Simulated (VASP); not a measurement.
Input of a VASP 6.6.1 run:

Contents of INCAR:

```
  PREC = Accurate
  ENCUT = 600
  EDIFF = 1E-6
  ISMEAR = -1
  SIGMA = 0.01
  LREAL = False
  LASPH = True
  NELM = 100
  ALGO = Normal
  ISIF = 8
  LWAVE = False
  LCHARG = False
  GGA = PE
  IBRION = 2
  NSW = 50
  EDIFFG = -0.005
```

The input KPOINTS:

```
Automatic mesh
0
Gamma
  6 6 6
```

Contents of POSCAR:

```
GaP
1.0
    0.0000000000      2.7252500000      2.7252500000
    2.7252500000      0.0000000000      2.7252500000
    2.7252500000      2.7252500000      0.0000000000
Ga P
1 1
Direct
    0.0000000000      0.0000000000      0.0000000000
    0.2500000000      0.2500000000      0.2500000000
```

Potentials or basis: VASP PAW PBE potentials, release 64 (Ga_d, P).

Command:

```bash
$ cat potpaw_PBE.64/Ga_d/POTCAR potpaw_PBE.64/P/POTCAR > POTCAR
$ mpirun -np 1 vasp_std > vasp.out
```

Question: Estimate the relaxed volume.

Answer: 20.86 Å³/atom.

Question: Estimate the space group after relaxing (to 0.05 Å).

Answer: F-43m (No. 216).

Final structure:
```yaml
crystal:
  lattice:
    - [0.00000, 2.75286, 2.75286]
    - [2.75286, 0.00000, 2.75286]
    - [2.75286, 2.75286, 0.00000]
  atoms:
    - { symbol: Ga, position: [0.00000, 0.00000, 0.00000] }
    - { symbol: P, position: [0.25000, 0.25000, 0.25000] }
```

PBE usually gives volumes a little too large and moduli too small. Zero-point motion and thermal expansion aren't in these numbers.
